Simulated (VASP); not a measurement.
Runs of VASP 6.6.1 on Nb. The structure is that of space group Im-3m (No. 229), or close to it. The cells are those of the table. 

```csv
task,cell,k mesh,cutoff (eV),gap on the mesh (eV),pressure (GPa),relaxed volume (Å³/atom)
single point,"a = 2.835 Å, angles 109.5°, 1 atom","16 × 16 × 16, shifted",500,none,-0.4,-
relaxation of cell and atoms,"relaxed from a = 2.882 Å, angles 109.5°, 1 atom",16 × 16 × 16,500,none,0.0,(a)
single point,"a = 2.833 Å, angles 109.5°, 1 atom",16 × 16 × 16,520,none,-0.3,-
relaxation of cell and atoms,"relaxed from a = 2.882 Å, angles 109.5°, 1 atom","16 × 16 × 16, shifted",500,none,0.0,17.51
```

Alike in all rows: level PBEsol; potentials or basis VASP PAW PBE potentials, release 64 (Nb_sv); no spin polarisation; smearing fermi-dirac 0.08 eV.

**Question.** Estimate the missing entries.

**Answer.** (a) 17.48.

Caveats: the PAW data sets were made with another functional, which shifts forces and pressure a little.

A k mesh can miss the band edges, and the runs leave out spin-orbit coupling on Nb.

A gap of «none» marks levels without a gap at the run's occupations.
